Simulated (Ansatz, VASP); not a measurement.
# Zn: VASP beside Ansatz

Contents of INCAR:

```
SYSTEM = Zn
PREC = Accurate
ENCUT = 520
EDIFF = 1E-7
ISMEAR = -1
SIGMA = 0.05
LREAL = .False.
LASPH = .True.
NELM = 100
ALGO = Normal
ISIF = 2
LWAVE = .False.
LCHARG = .False.
GGA = PE
NBANDS = 19
```

The input KPOINTS:

```
regular mesh
0
Gamma
  12 12 12
  0 0 0
```

File POSCAR:

```
Zn
1.0
    0.0000000000      2.6485815187      2.6485815187
    2.6485815187      0.0000000000      2.6485815187
    2.6485815187      2.6485815187      0.0000000000
Zn
2
Direct
   -0.1250000000     -0.1250000000     -0.1250000000
    0.1250000000      0.1250000000      0.1250000000
```

Input for Ansatz:

```yaml
crystal:
  lattice:
    - [0.0, 2.6485815187, 2.6485815187]
    - [2.6485815187, 0.0, 2.6485815187]
    - [2.6485815187, 2.6485815187, 0.0]
  atoms:
    - { symbol: Zn, position: [-0.125, -0.125, -0.125] }
    - { symbol: Zn, position: [0.125, 0.125, 0.125] }
kpoints:
  mp_grid: { grid: [12, 12, 12] }
scf:
  occupations: { method: fermi_dirac, width: 0.05 }
hamiltonian:
  xc: pbe
  pseudopotentials: { kind: paw }
output:
  forces: true
  stress: true
  eigenvalues: true
  populations: true
```

Change from the starting cell: volume scaled by 0.75, PAW files.

Alike in both runs: task single point; functional PBE; k mesh 12 × 12 × 12; occupations fermi-dirac, width 0.05 eV; no spin polarisation.

|  | VASP | Ansatz |
| --- | --- | --- |
| version | VASP 6.6.1 | Ansatz 0.2.0 |
| potentials or method | VASP PAW PBE potentials, release 64 (Zn) | PAW with Ansatz's default frozen-core files, scalar-relativistic |
| plane-wave cutoff (eV) | 520 | 420 |
| valence electrons in the cell | 24 | 24 |

Ansatz gave:

```
pressure (GPa) : 15.5
```

Question: What did VASP give for the same quantities?

Answer: Pressure (GPa): 16.0.
